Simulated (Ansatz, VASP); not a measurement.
**Two plane-wave programs on Cd2I**

```xyz
6
Lattice="0.0000 4.4980 4.4980 4.4980 0.0000 4.4980 4.4980 4.4980 0.0000" Properties=species:S:1:pos:R:3 pbc="T T T"
Cd    5.6225    5.6225    5.6225
Cd    5.6225    3.3735    3.3735
Cd    3.3735    3.3735    5.6225
Cd    3.3735    5.6225    3.3735
I     0.0000    0.0000    0.0000
I     2.2490    2.2490    2.2490
```

Alike in both runs: task relaxation of cell and atoms; functional PBE; k mesh 8 × 8 × 8; occupations gaussian, width 0.1 eV; no spin polarisation.

|  | VASP | Ansatz |
| --- | --- | --- |
| version | VASP 6.6.1 | Ansatz 0.2.0 |
| potentials or method | VASP PAW PBE potentials, release 64 (Cd, I), cutoff 600 eV | scalar-relativistic, plane waves, PAW |
| valence electrons in the cell | 62 | 114 |

|  | VASP | Ansatz | Ansatz less VASP |
| --- | --- | --- | --- |
| gap on the k mesh at the Fermi level, each at its own relaxed structure (eV) | none | none | - |
| relaxed volume (Å³/atom) | 29.54 | 29.51 | -0.035 |
| relaxed cell length with the largest relative difference (Å) | 6.305 | 6.303 | -0.0025 |

A gap of «none» marks a metal or a gap that the smearing closes. VASP's potentials hold 62 valence electrons a cell and Ansatz's 114, so a difference there can come from the potentials and not from the codes.

Neither program's run includes spin-orbit coupling.
